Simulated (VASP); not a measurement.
Input of a VASP 6.6.1 run:

File INCAR:

```
SYSTEM = BeS
PREC     = Accurate       ! precision mode
ENCUT    = 520            ! plane-wave cutoff, eV
EDIFF    = 1E-8           ! SCF threshold, eV
ISMEAR   = 1              ! smearing method
SIGMA    = 0.005          ! smearing width, eV
LREAL    = .FALSE.        ! projectors in reciprocal space
LASPH    = .TRUE.         ! aspherical terms in the spheres
NELM     = 80             ! most SCF steps
ALGO     = Normal         ! electronic algorithm
ISIF     = 2              ! what is computed and relaxed
LWAVE    = .FALSE.        ! write WAVECAR
LCHARG   = .FALSE.        ! write CHGCAR
GGA      = PS             ! functional
LEFG     = .TRUE.       
NBANDS   = 11             ! bands
```

The input KPOINTS:

```
Automatic mesh
0
G
  9 9 9
  0 0 0
```

Contents of POSCAR:

```
BeS
1.0
    0.0000000000      2.4250000000      2.4250000000
    2.4250000000      0.0000000000      2.4250000000
    2.4250000000      2.4250000000      0.0000000000
Be S
1 1
Direct
    0.0000000000      0.0000000000      0.0000000000
    0.7500000000      0.7500000000      0.7500000000
```

Potentials or basis: VASP PAW PBE potentials, release 64 (Be, S).

Command:

```bash
$ cat potpaw_PBE.64/Be/POTCAR potpaw_PBE.64/S/POTCAR > POTCAR
$ mpirun -np 1 vasp_std > vasp.out
```

What does it give for the pressure?

-0.6 GPa.

What does it give for the band gap on the k mesh?

3.03 eV, indirect (least direct gap 5.61 eV).

Caveat: without QUAD_EFG the Cq values of the log hold for a quadrupole moment of 1 mb, not for the nuclei; the PAW data sets were made with another functional, which shifts forces and pressure a little. A k mesh can miss the band edges.
